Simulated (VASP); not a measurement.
A run of VASP 6.6.1 is set up as follows.

INCAR

```
PREC = Accurate
ENCUT = 600
EDIFF = 1E-6
ISMEAR = 0
SIGMA = 0.02
LREAL = F
LASPH = T
NELM = 120
ALGO = Normal
ISIF = 2
LWAVE = F
LCHARG = F
GGA = PS
NBANDS = 56
GGA_COMPAT = F
```

KPOINTS

```
regular mesh
0
Gamma
  6 6 6
```

Contents of POSCAR:

```
AlIn2N3
1.0
    5.1699066617     -2.9752769100      0.0000000000
    5.1699066617      2.9752769100      0.0000000000
    0.0000000000      0.0000000000      5.3852065845
Al In N
2 4 6
Direct
    0.3408068490      0.6591931510      0.9885540456
    0.6591931510      0.3408068490      0.4885540456
    0.9890254826      0.3352081013      0.9835463453
    0.6647918987      0.0109745174      0.9835463453
    0.0109745174      0.6647918987      0.4835463453
    0.3352081013      0.9890254826      0.4835463453
    0.9700577036      0.3330291975      0.3872853743
    0.6669708025      0.0299422964      0.3872853743
    0.0299422964      0.6669708025      0.8872853743
    0.3330291975      0.9700577036      0.8872853743
    0.3669558008      0.6330441992      0.3417825153
    0.6330441992      0.3669558008      0.8417825153
```

Potentials or basis: VASP PAW PBE potentials, release 64 (Al, In_d, N).

Launch:

```console
$ cat potpaw_PBE.64/Al/POTCAR potpaw_PBE.64/In_d/POTCAR potpaw_PBE.64/N/POTCAR > POTCAR
$ mpirun -np 1 vasp_std > vasp.out
```

Question: What does it give for the largest force?

Answer: 0.026 eV/Å.

Question: Estimate the pressure.

Answer: -2.9 GPa.

Stress tensor (GPa, compression positive):
```
-4.46  0.00  0.00
 0.00 -4.34  0.00
 0.00  0.00  0.07
```

Caveat: the cell differs from its parent crystal (biaxial strain in the a-b plane: +1.5 %, then relaxed in part); the PAW data sets were made with another functional, which shifts forces and pressure a little.
